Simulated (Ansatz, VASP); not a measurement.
# Hf in VASP and in Ansatz

```
Hf
1.0
     3.20476    0.00000    0.00000
    -1.60238    2.77541    0.00000
     0.00000    0.00000    5.06758
Hf
2
Direct
  0.33333 0.66667 0.75000
  0.66667 0.33333 0.25000
```

Alike in both runs: functional PBE; k mesh 15 × 15 × 8; occupations gaussian, width 0.1 eV; no spin polarisation.

Ansatz relaxed the structure, and its values are those at the end. VASP's run is a single point on that final structure, the one shown.

|  | VASP | Ansatz |
| --- | --- | --- |
| version | VASP 6.6.1 | Ansatz 0.2.0 |
| potentials or method | VASP PAW PBE potentials, release 64 (Hf_pv), cutoff 520 eV | scalar-relativistic, plane waves, PAW |
| valence electrons in the cell | 20 | 52 |

```csv
,VASP,Ansatz,Ansatz less VASP
gap on the k mesh at the Fermi level (eV),none,none,-
pressure (GPa),-0.4,0.0,+0.44
```

A gap of «none» marks a metal or a gap that the smearing closes. The functional is the same, so the differences come from potentials, cutoffs and numerics. VASP's potentials hold 20 valence electrons a cell and Ansatz's 52, so a difference there can come from the potentials and not from the codes.

Spin-orbit coupling is off throughout.
